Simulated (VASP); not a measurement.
Here is a VASP 6.6.1 calculation.

Contents of INCAR:

```
PREC = Accurate
ENCUT = 520
EDIFF = 1E-6
ISMEAR = -1
SIGMA = 0.02
LREAL = F
LASPH = T
NELM = 80
ALGO = Normal
ISIF = 2
LWAVE = F
LCHARG = T
GGA = PE
LELF = T
LVHAR = T
NBANDS = 16
```

The input KPOINTS:

```
Automatic mesh
0
Gamma
  10 10 10
```

The input POSCAR:

```
TiN
1.0
    0.0000000000      2.1232657312      2.1232657312
    2.1232657312      0.0000000000      2.1232657312
    2.1232657312      2.1232657312      0.0000000000
Ti N
1 1
Direct
    0.0000000000      0.0000000000      0.0000000000
    0.5000000000      0.5000000000      0.5000000000
```

Potentials or basis: VASP PAW PBE potentials, release 64 (Ti_sv, N).

The run is started by

```sh
$ cat potpaw_PBE.64/Ti_sv/POTCAR potpaw_PBE.64/N/POTCAR > POTCAR
$ mpirun -np 1 vasp_std > vasp.out
```

Predict the pressure.

0.4 GPa.
